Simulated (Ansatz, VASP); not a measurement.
## One calculation of Eu, two programs

```
CELL_PARAMETERS angstrom
-2.19732 2.19732 2.19732
2.19732 -2.19732 2.19732
2.19732 2.19732 -2.19732
ATOMIC_POSITIONS crystal
Eu 0.00000 0.00000 0.00000
```

Alike in both runs: task single point; functional PBE; k mesh 6 × 6 × 6; occupations gaussian, width 0.05 eV; collinear spin.

|  | VASP | Ansatz |
| --- | --- | --- |
| version | VASP 6.6.1 | Ansatz 0.2.0 |
| potentials or method | VASP PAW PBE potentials, release 64 (Eu), cutoff 600 eV | scalar-relativistic, plane waves, PAW |
| valence electrons in the cell | 17 | 17 |

VASP gave:

* gap on the k mesh at the Fermi level (eV): none
* pressure (GPa): -0.1
* net moment per atom (μB): 7.49
* size of the moment on the site where the two differ most (μB): 6.73

Question: Which values does Ansatz return?

Answer: gap on the k mesh at the Fermi level (eV): none; pressure (GPa): 0.0; net moment per atom (μB): 7.49; size of the moment on the site where the two differ most (μB): 7.13.

Site moments also hang on the region over which each program counts them. A gap of «none» marks a metal or a gap that the smearing closes. Ansatz's warnings: given moment on shells.

Spin-orbit coupling is off throughout.
